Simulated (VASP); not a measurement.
Write the native input for VASP 6.6.1 that does the following.

* Task: relaxation of cell and atoms
* Functional: pbesol exchange, lda correlation
* Potentials or basis: VASP PAW PBE potentials, release 64 (Cd)
* Cutoff: 500 eV
* k mesh: 9 × 9 × 9
* Occupations: methfessel-paxton, width 0.1 eV
* Spin: no spin polarisation
* Dipole correction: no
* Further INCAR settings: ALGO = Normal; EDIFF = 1e-07; IBRION = 2; EDIFFG = -0.02; NSW = 80; ISIF = 3

The structure of Cd lies in POSCAR:

```
Cd
1.0
    0.0000000000      2.2100000000      2.2100000000
    2.2100000000      0.0000000000      2.2100000000
    2.2100000000      2.2100000000      0.0000000000
Cd
1
Direct
    0.0000000000      0.0000000000      0.0000000000
```

This isn't the form of Cd at room conditions, which is hcp.

One way to write it, as run:

INCAR

```
SYSTEM = Cd
PREC = Accurate
ENCUT = 500
EDIFF = 1E-7
ISMEAR = 1
SIGMA = 0.1
LREAL = .FALSE.
LASPH = .TRUE.
NELM = 120
ALGO = Normal
ISIF = 3
LWAVE = .FALSE.
LCHARG = .FALSE.
GGA = LIBXC
LIBXC1 = GGA_X_PBE_SOL
LIBXC2 = LDA_C_PW
IBRION = 2
NSW = 80
EDIFFG = -0.02
GGA_COMPAT = .FALSE.
NELMIN = 4
```

KPOINTS

```
Automatic mesh
0
G
  9 9 9
  0 0 0
```

Potentials or basis: VASP PAW PBE potentials, release 64 (Cd).

The run is started by

```sh
$ cat potpaw_PBE.64/Cd/POTCAR > POTCAR
$ mpirun -np 1 vasp_std > vasp.out
```

It gave:

```
Relaxed volume                        : 24.79 Å³/atom
Relaxed cell                          : a = 3.273 Å, b = 3.273 Å, c = 3.273 Å, α = 60.00°, β = 60.00°, γ = 60.00°
Space group after relaxing (to 0.1 Å) : Fm-3m (No. 225)
Energy gained by relaxing             : 51.6 meV/atom
Ionic steps                           : 3
Pressure after relaxing               : -0.1 GPa
Band gap on the k mesh                : zero (bands 6 and 7 overlap by 1.81 eV)
```

Caveat: the PAW data sets were made with another functional, which shifts forces and pressure a little.

Wall time 10 s on 1 thread of AMD EPYC 9R45 96-Core Processor (Zen 5), with other jobs on the host, peak memory 0.11 GiB.
